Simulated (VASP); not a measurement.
Runs of VASP 6.6.1 on Ni. It takes space group Fm-3m (No. 225, cubic). The conventional cell has a = 3.562 Å, b = 3.562 Å, c = 3.562 Å, α = 90.00°, β = 90.00°, γ = 90.00°. Ni (site symmetry m-3m) has 12 Ni at 2.52 Å within 3.3 Å. 

```tsv
potentials or basis	spin	fixed moment (μB)	cutoff (eV)	second run	gap on the mesh (eV)	pressure (GPa)	moment (μB)
VASP PAW LDA potentials, release 64 (Ni_sv_GW)	collinear, ferromagnetic start	1.94	590	valence_matched	-	1.7	1.94
VASP PAW LDA potentials, release 64 (Ni_sv_GW)	collinear, ferromagnetic start	0.24	590	valence_matched	-	(b)	0.24
VASP PAW LDA potentials, release 64 (Ni_sv_GW)	collinear, ferromagnetic start	-	590	valence_matched	none	-23.4	0.85
VASP PAW LDA potentials, release 64 (Ni_sv_GW)	collinear, ferromagnetic start	1.46	590	valence_matched	-	(d)	1.46
VASP PAW LDA potentials, release 64 (Ni)	collinear, ferromagnetic start	0.73	520	-	-	-27.9	0.73
VASP PAW LDA potentials, release 64 (Ni)	collinear, ferromagnetic start	0.49	520	-	-	-29.9	0.49
VASP PAW LDA potentials, release 64 (Ni)	collinear, ferromagnetic start	0.97	520	-	-	-25.1	0.97
VASP PAW LDA potentials, release 64 (Ni)	collinear, zero start	0.0	520	-	-	-31.4	0.00
VASP PAW LDA potentials, release 64 (Ni)	collinear, ferromagnetic start	-	520	-	none	(c)	0.66
VASP PAW LDA potentials, release 64 (Ni_sv_GW)	collinear, zero start	0.0	590	valence_matched	-	-28.4	0.00
VASP PAW LDA potentials, release 64 (Ni)	collinear, ferromagnetic start	1.21	520	-	-	(a)	1.21
VASP PAW LDA potentials, release 64 (Ni_sv_GW)	collinear, ferromagnetic start	1.21	590	valence_matched	-	-18.5	1.21
```

Alike in all rows: task single point; level LDA+U; Ni d U = 4.2 eV; cell as given; k mesh 15 × 15 × 15; smearing gaussian 0.05 eV.

Estimate the missing entries.

(a) -21.1; (b) -28.2; (c) -28.7; (d) -13.3.

Caveats: the U is typed as a test and isn't derived for this compound; the total moment is fixed, so each spin has its own Fermi level (some runs).

A gap of «none» marks levels without a gap at the run's occupations.

The runs don't all hold the same shells in valence.
